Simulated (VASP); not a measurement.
A run of VASP 6.6.1:

File INCAR:

```
SYSTEM = Pt
  ALGO = Normal
  EDIFF = 1E-6
  ENCUT = 500
  GGA = PE
  GGA_COMPAT = .FALSE.
  ISIF = 2
  ISMEAR = -1
  LASPH = .TRUE.
  LCHARG = .FALSE.
  LREAL = .FALSE.
  LWAVE = .FALSE.
  NBANDS = 11
  NELM = 120
  PREC = Accurate
  SIGMA = 0.1
```

File KPOINTS:

```
k-points
0
G
  10 10 10
  0 0 0
```

Contents of POSCAR:

```
Pt
1.0
   -1.5973133210      1.5973133210      1.5973133210
    1.5973133210     -1.5973133210      1.5973133210
    1.5973133210      1.5973133210     -1.5973133210
Pt
1
Direct
    0.0000000000      0.0000000000      0.0000000000
```

Potentials or basis: VASP PAW PBE potentials, release 64 (Pt).

Command:

```sh
$ cat potpaw_PBE.64/Pt/POTCAR > POTCAR
$ mpirun -np 1 vasp_std > vasp.out
```

Hardware: 1 thread of Intel(R) Xeon(R) Platinum 8488C (Sapphire Rapids), on a shared host.

Q: Estimate the wall time of this run.

A: Run time: 4.8 s on 1 thread of Intel(R) Xeon(R) Platinum 8488C (Sapphire Rapids) (shared host), peak memory 0.12 GiB. Counts: scf iterations 11, k points 47.
